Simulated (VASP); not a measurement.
Wanted: the native input for a VASP 6.6.1 run.

| Quantity | Value |
| --- | --- |
| Task | single point |
| Functional | LDA |
| Potentials or basis | VASP PAW LDA potentials, release 64 (Al, Au) |
| Cutoff | 520 eV |
| k mesh | 11 × 11 × 11 |
| Occupations | fermi-dirac, width 0.05 eV |
| Spin | no spin polarisation |
| Dipole correction | no |
| Further INCAR settings | ALGO = Normal; EDIFF = 1e-07; NBANDS = 16 |

The structure of Al2Au lies in POSCAR:

```
Al2Au
1.0
    0.0000000000      3.0198681287      3.0198681287
    3.0198681287      0.0000000000      3.0198681287
    3.0198681287      3.0198681287      0.0000000000
Al Au
2 1
Direct
    0.2500000000      0.2500000000      0.2500000000
    0.7500000000      0.7500000000      0.7500000000
    0.0000000000      0.0000000000      0.0000000000
```

One way to write it, as run:

INCAR

```
PREC = Accurate ; ENCUT = 520
EDIFF = 1E-7 ; ISMEAR = -1
SIGMA = 0.05 ; LREAL = False
LASPH = True ; NELM = 100
ALGO = Normal ; ISIF = 2
LWAVE = False ; LCHARG = True
LELF = True ; LVHAR = True
NBANDS = 16
```

KPOINTS

```
regular mesh
0
Gamma
  11 11 11
```

Potentials or basis: VASP PAW LDA potentials, release 64 (Al, Au).

Launch:

```sh
$ cat potpaw_LDA.64/Al/POTCAR potpaw_LDA.64/Au/POTCAR > POTCAR
$ mpirun -np 1 vasp_std > vasp.out
```

It gave:

```json
{
  "Pressure": "-4.4 GPa",
  "Band gap on the k mesh": "zero (an odd number of electrons rules out a gap without spin polarisation)"
}
```

Caveat: the cell stands under tension; spin-orbit coupling is left out, which moves the levels of the heavy elements.

Wall time 35 s on 1 thread of Intel Xeon 8259CL, with other jobs on the host, peak memory 0.18 GiB.
